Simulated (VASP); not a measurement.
# Ta4In (I4/m) in VASP: a series of runs, part 2 of 2

VASP 6.6.1. Earlier steps stand in the parts before.

## (4) Single point, PBE

This run uses another cell than the first one, of 19.10 Å³/atom.

INCAR reads:

```
SYSTEM = Ta4In
ALGO     = Fast           ! electronic algorithm
EDIFF    = 1E-6           ! SCF threshold, eV
ENCUT    = 520            ! plane-wave cutoff, eV
GGA      = PE             ! functional
ISIF     = 2              ! what is computed and relaxed
ISMEAR   = 0              ! smearing method
LASPH    = .True.         ! aspherical terms in the spheres
LCHARG   = .False.        ! write CHGCAR
LREAL    = .False.        ! projectors in reciprocal space
LWAVE    = .False.        ! write WAVECAR
NBANDS   = 36             ! bands
NELM     = 60             ! most SCF steps
PREC     = Accurate       ! precision mode
SIGMA    = 0.1            ! smearing width, eV
```

KPOINTS reads:

```
k-points
0
Gamma
  10 10 10
  0 0 0
```

POSCAR reads:

```
Ta4In
1.0
   -3.6936179834      3.6936179834      1.7499654579
    3.6936179834     -3.6936179834      1.7499654579
    3.6936179834      3.6936179834     -1.7499654579
Ta In
4 1
Direct
    0.5964060934      0.8102227589      0.4066288522
    0.8102227589      0.4035939066      0.2138166655
    0.4035939066      0.1897772411      0.5933711478
    0.1897772411      0.5964060934      0.7861833345
    0.0000000000      0.0000000000      0.0000000000
```

Potentials or basis: VASP PAW PBE potentials, release 64 (Ta_pv, In_d).

On the command line:

```sh
cat potpaw_PBE.64/Ta_pv/POTCAR potpaw_PBE.64/In_d/POTCAR > POTCAR
mpirun -np 1 vasp_std > vasp.out
```

OUTCAR:

```text
SYSTEM = Ta4In
   EDIFF = 1E-6
   ENCUT = 520
   GGA = PE
   ISIF = 2
   ISMEAR = 0
   LASPH = .True.
   LREAL = .False.
   NELM = 60
   PREC = Accurate

 ion  position               nearest neighbor table
   1  0.596  0.810  0.407-   2 2.83   2 2.83   4 2.83   4 2.83   5 2.97   5 2.97   3 3.00   3 3.00
                             3 3.14   5 3.29   4 3.39   2 3.39
   2  0.810  0.404  0.214-   1 2.83   1 2.83   3 2.83   3 2.83   5 2.97   5 2.97   4 3.00   4 3.00
                             4 3.14   5 3.29   3 3.39   1 3.39
   3  0.404  0.190  0.593-   4 2.83   4 2.83   2 2.83   2 2.83   5 2.97   5 2.97   1 3.00   1 3.00
                             1 3.14   5 3.29   2 3.39   4 3.39
   4  0.190  0.596  0.786-   3 2.83   3 2.83   1 2.83   1 2.83   5 2.97   5 2.97   2 3.00   2 3.00
                             2 3.14   5 3.29   1 3.39   3 3.39
   5  0.000  0.000  0.000-   1 2.97   3 2.97   1 2.97   3 2.97   2 2.97   4 2.97   4 2.97   2 2.97
                             4 3.29   2 3.29   1 3.29   3 3.29

  LATTYP: Found a body centered tetragonal cell.
 ALAT       =     7.3872359668
 C/A-ratio  =     0.4737808473

  Lattice vectors:

 A1 = (  -3.6936179834,   3.6936179834,   1.7499654579)
 A2 = (   3.6936179834,  -3.6936179834,   1.7499654579)
 A3 = (   3.6936179834,   3.6936179834,  -1.7499654579)

Analysis of symmetry for initial positions (statically):
=====================================================================
 Subroutine PRICEL returns:
 Original cell was already a primitive cell.

 Routine SETGRP: Setting up the symmetry group for a
 body centered tetragonal supercell.

 Subroutine GETGRP returns: Found  8 space group operations
 (whereof  8 operations were pure point group operations)
 out of a pool of 16 trial point group operations.

The static configuration has the point symmetry C_4h.

Analysis of symmetry for dynamics (positions and initial velocities):
=====================================================================
 Subroutine PRICEL returns:
 Original cell was already a primitive cell.

 Routine SETGRP: Setting up the symmetry group for a
 body centered tetragonal supercell.

 Subroutine GETGRP returns: Found  8 space group operations
 (whereof  8 operations were pure point group operations)
 out of a pool of 16 trial point group operations.

The dynamic configuration has the point symmetry C_4h.

 Subroutine INISYM returns: Found  8 space group operations
 (whereof  8 operations are pure point group operations),
 and found     1 'primitive' translations

----------------------------------------------------------------------------------------

                                     Primitive cell

  volume of cell :      95.4978

  direct lattice vectors                    reciprocal lattice vectors
    -3.693617983  3.693617983  1.749965458     0.000000000  0.135368628  0.285719925
     3.693617983 -3.693617983  1.749965458     0.135368628  0.000000000  0.285719925
     3.693617983  3.693617983 -1.749965458     0.135368628  0.135368628  0.000000000

  length of vectors
     5.508902497  5.508902497  5.508902497     0.316165370  0.316165370  0.191440150

  position of ions in fractional coordinates (direct lattice)
     0.596406093  0.810222759  0.406628852
     0.810222759  0.403593907  0.213816665
[... 34 lines left out ...]
 ===========================================

 Found    144 irreducible k-points:

 Following reciprocal coordinates:
            Coordinates               Weight
  0.000000  0.000000  0.000000      1.000000
  0.100000  0.000000 -0.000000      8.000000
  0.200000  0.000000 -0.000000      8.000000
  0.300000  0.000000  0.000000      8.000000
  0.400000  0.000000 -0.000000      8.000000
  0.500000  0.000000  0.000000      4.000000
[... 16 lines left out ...]
  0.200000  0.200000 -0.000000      8.000000
  0.300000  0.200000  0.000000      8.000000
 [... further k-points ...]
   k-points           NKPTS =    144   k-points in BZ     NKDIM =    144   number of bands    NBANDS=     36
   number of dos      NEDOS =    301   number of ions     NIONS =      5
   total plane-waves  NPLWV =  74088
   dimension x,y,z NGX =    42 NGY =   42 NGZ =   42
   dimension x,y,z NGXF=    84 NGYF=   84 NGZF=   84
   ions per type =               4   1
   NGX,Y,Z   is equivalent  to a cutoff of  12.67, 12.67, 12.67 a.u.
   NGXF,Y,Z  is equivalent  to a cutoff of  25.35, 25.35, 25.35 a.u.
 SYSTEM =  Ta4In
   PREC   = accura    normal or accurate (medium, high low for compatibility)
   ISTART =      0    job   : 0-new  1-cont  2-samecut
   ICHARG =      2    charge: 1-file 2-atom 10-const
   ISPIN  =      1    spin polarized calculation?
   LNONCOLLINEAR =      F non collinear calculations
   LSORBIT =      F    spin-orbit coupling
   LASPH  =      T    aspherical Exc in radial PAW
   ENCUT  =  520.0 eV  38.22 Ry    6.18 a.u.  10.24 10.24 10.24*2*pi/ulx,y,z
   NELM   =     60;   NELMIN=  2; NELMDL= -5     # of ELM steps
   EDIFF  = 0.1E-05   stopping-criterion for ELM
   LREAL  =      F    real-space projection
   EDIFFG = 0.1E-04   stopping-criterion for IOM
   NSW    =      0    number of steps for IOM
   IBRION =     -1    ionic relax: 0-MD 1-quasi-New 2-CG
   NFREE  =      0    steps in history (QN), initial steepest desc. (CG)
   ISIF   =      2    stress and relaxation
   ISYM   =      2    0-nonsym 1-usesym 2-fastsym
   POTIM  = 0.5000    time-step for ionic-motion
   TEBEG  =    0.0;   TEEND  =   0.0 temperature during run
   PSTRESS=    0.0 pullay stress
   NELECT =      57.0000    total number of electrons
   NUPDOWN=      -1.0000    fix difference up-down
   EMIN   =  10.00;   EMAX   =-10.00  energy-range for DOS
   EFERMI =   0.00;   METHOD = LEGACY
   ISMEAR =     0;   SIGMA  =   0.10  broadening in eV -4-tet -1-fermi 0-gaus
   EFERMI_NEDOS =   21; number of points for ismear=-14 and -15
   IALGO  =     68    algorithm
   IMIX   =      4    mixing-type and parameters
     AMIX     =   0.40;   BMIX     =  1.00
     AMIX_MAG =   1.60;   BMIX_MAG =  1.00
  volume/ion in A,a.u.               =      19.10       128.89
  Fermi-wavevector in a.u.,A,eV,Ry     =   1.378379  2.604759 25.850098  1.899929
  Thomas-Fermi vector in A             =   2.503446
   LORBIT       =      0    0 simple, 1 ext, 2 COOP (PROOUT), +10 PAW based schemes
   GGA     = PE    functional components
   LHFCALC =     F    Hartree Fock is set to
   AEXX    =    0.0000 exact exchange contribution
   IVDW    =     0    specifies the selected vdW correction
   LEPSILON=     F    determine dielectric tensor
   LRPA    =     F    only Hartree local field effects (RPA)
 non-spin polarized calculation
 RMM-DIIS sequential band-by-band and
 Gauss-broadening in eV      SIGMA  =   0.10
  energy-cutoff  :      520.00
  volume of cell :       95.50
 maximum number of plane-waves:      2610
 NGX is ok and might be reduce to    42
   NGX = 21   NGY = 21   NGZ = 21

 number of electron      57.0000003 magnetization

 Free energy of the ion-electron system (eV)
  ---------------------------------------------------
  ext. energy  EPLUGINS =         0.00000000
  ---------------------------------------------------
  free energy    TOTEN  =       -49.35415769 eV

  energy without entropy =      -49.33857331  energy(sigma->0) =      -49.34636550

 E-fermi :   6.4236     XC(G=0): -12.2219

 val. band max:        6.4225663379   @ k =   0.1000   0.0000  -0.0000
 cond. band min:       6.4300965588   @ k =  -0.2000   0.2000   0.1000
 fundamental gap:      0.0075302209
 Fermi energy:         6.4236023533

 k-point     1 :       0.0000    0.0000    0.0000
  band No.  band energies     occupation
      1     -28.0601      2.00000
      2     -28.0130      2.00000
      3     -27.8449      2.00000
      4     -27.8449      2.00000
      5     -27.7496      2.00000
      6     -27.6097      2.00000
[... 925 lines left out ...]
     35       9.9198      0.00000
     36      10.3212      0.00000

 [... further k-points ...]
[... 5 lines left out ...]
  --------------------------------------------------------------------------------------
  -------------------------------------------------------------------------------------
  Total        0.0103578      0.0103578      0.0223415      0.0000001     -0.0000000      0.0000000
  in kB        0.1737748      0.1737748      0.3748262      0.0000015     -0.0000000      0.0000000
  external PRESSURE =       0.2407919 kB  Pullay stress =       0.0000000 kB

 VOLUME and BASIS-vectors are now :
 -----------------------------------------------------------------------------
  energy-cutoff  :      520.00
  volume of cell :       95.50
      direct lattice vectors                 reciprocal lattice vectors
    -3.693617983  3.693617983  1.749965458     0.000000000  0.135368628  0.285719925
     3.693617983 -3.693617983  1.749965458     0.135368628  0.000000000  0.285719925
     3.693617983  3.693617983 -1.749965458     0.135368628  0.135368628  0.000000000

 POSITION                                       TOTAL-FORCE (eV/Angst)
 -----------------------------------------------------------------------------------
      2.29169      0.71217      1.74997         0.004809     -0.005819      0.000000
     -0.71217      2.29169      1.74997         0.005819      0.004809      0.000000
      1.40193      2.98144     -0.00000        -0.004809      0.005819     -0.000000
      4.40579      1.40193     -0.00000        -0.005819     -0.004809     -0.000000
      0.00000      0.00000      0.00000         0.000000      0.000000      0.000000
 -----------------------------------------------------------------------------------
    total drift:                               -0.000000      0.000000      0.000000

  FREE ENERGIE OF THE ION-ELECTRON SYSTEM (eV)
  ---------------------------------------------------
  free  energy   TOTEN  =       -49.3541576885 eV

  energy  without entropy=      -49.3385733142  energy(sigma->0) =      -49.34636550
```

Run time: 16 min. Hardware: 1 thread of Intel Xeon Platinum 8259CL at 2.50GHz (Skylake/Cascade Lake), shared host; peak memory 0.56 GiB.

Results:

```
Free energy            : -49.3542 eV
Pressure               : 0.0 GPa
Largest force          : 0.008 eV/Å
Band gap on the k mesh : zero (an odd number of electrons rules out a gap without spin polarisation)
```

Forces on the atoms (eV/Å):
```
Ta   0.005 -0.006  0.000
Ta   0.006  0.005  0.000
Ta  -0.005  0.006  0.000
Ta  -0.006 -0.005  0.000
In   0.000  0.000  0.000
```

Caveat: spin-orbit coupling is left out, which moves the levels of the heavy elements.

## (5) Overview

| task | cell | k mesh | cutoff (eV) | smearing | gap on the mesh (eV) | pressure (GPa) | largest force (eV/Å) |
| --- | --- | --- | --- | --- | --- | --- | --- |
| single point | a = 5.521 Å, angles 95.8, 95.8, 143.1°, 5 atoms, atomic positions A | 5 × 5 × 5 | 520 | gaussian 0.2 eV | none | -0.7 | 0.06 |
| relaxation of cell and atoms | relaxed from a = 5.435 Å, angles 95.2, 95.2, 144.9°, 5 atoms, atomic positions B | 5 × 5 × 5 | 600 | gaussian 0.2 eV | none | -0.1 | 0.06 |
| single point | a = 5.509 Å, angles 95.8, 95.8, 143.0°, 5 atoms, atomic positions C | 10 × 10 × 10 | 520 | gaussian 0.1 eV | none | 0.0 | 0.01 |

Alike in all rows: level PBE; potentials or basis VASP PAW PBE potentials, release 64 (Ta_pv, In_d); no spin polarisation.

Caveats: some runs use coarse meshes; spin-orbit coupling is left out, which moves the levels of the heavy elements; the relaxation stopped at a loose force limit of 0.08 eV/Å, so its end isn't a converged minimum (at least some runs).

Absolute energies hang on the potentials; compare differences alone.

The gap in the log of VASP goes by the Fermi energy; the results here count the filled bands.